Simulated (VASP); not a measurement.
Here is a VASP 6.6.1 calculation.

INCAR

```
SYSTEM = Pd
PREC = Accurate
ENCUT = 520
EDIFF = 1E-7
ISMEAR = -1
SIGMA = 0.1
LREAL = .FALSE.
LASPH = .TRUE.
NELM = 60
ALGO = Normal
ISIF = 2
LWAVE = .FALSE.
LCHARG = .TRUE.
GGA = PE
LELF = .TRUE.
LVHAR = .TRUE.
NBANDS = 11
```

The input KPOINTS:

```
regular mesh
0
G
  22 22 22
  0 0 0
```

The input POSCAR:

```
Pd
1.0
    0.0000000000      1.9734737307      1.9734737307
    1.9734737307      0.0000000000      1.9734737307
    1.9734737307      1.9734737307      0.0000000000
Pd
1
Direct
    0.0000000000      0.0000000000      0.0000000000
```

Potentials or basis: VASP PAW PBE potentials, release 64 (Pd).

Run with:

```console
$ cat potpaw_PBE.64/Pd/POTCAR > POTCAR
$ mpirun -np 1 vasp_std > vasp.out
```

Question: Estimate the band gap on the k mesh.

Answer: Zero (band 5 reaches 9.37 eV, above the bottom of band 6 at 7.89 eV).

Question: Predict the pressure.

Answer: -0.4 GPa.
